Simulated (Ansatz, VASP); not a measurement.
Two plane-wave programs on Ru16CO

```
Ru O C
1.0
     5.39519    0.00000    0.00000
    -2.69759    4.67237    0.00000
     0.00000    0.00000   25.08831
Ru O C
16 1 1
Direct
  0.33333 0.16667 0.15944
  0.33333 0.66667 0.15944
  0.83333 0.16667 0.15944
  0.83333 0.66667 0.15944
  0.16667 0.33333 0.24445
  0.16667 0.83333 0.24445
  0.66667 0.33333 0.24445
  0.66667 0.83333 0.24445
  0.33333 0.16667 0.32931
  0.33333 0.66667 0.32931
  0.83333 0.16667 0.32931
  0.83333 0.66667 0.32931
  0.16667 0.33333 0.41208
  0.16667 0.83333 0.41208
  0.66667 0.33333 0.41208
  0.66667 0.83333 0.41208
  0.16667 0.33333 0.53165
  0.16667 0.33333 0.57749
```

Alike in both runs: task single point; functional PBE; dispersion D3(BJ); k mesh 6 × 6 × 1; occupations gaussian, width 0.1 eV; no spin polarisation.

```csv
,VASP,Ansatz
version,VASP 6.6.1,Ansatz 0.2.0
potentials or method,"VASP PAW PBE potentials, release 64 (Ru_sv, O, C), cutoff 520 eV","scalar-relativistic, plane waves, PAW"
valence electrons in the cell,266,266
```

|  | VASP | Ansatz | Ansatz less VASP |
| --- | --- | --- | --- |
| gap on the k mesh at the Fermi level (eV) | none | none | - |
| rms of the force components (eV/Å) | 0.244 | 0.356 | +0.1119 |

Atom by atom the forces differ by 0.163 eV/Å (rms over components). A gap of «none» marks a metal or a gap that the smearing closes. One of these differences is far larger than is usual between the two programs; its cause wasn't traced.

Noted on VASP's run: the standard files for N, O and F lose accuracy on very short bonds.
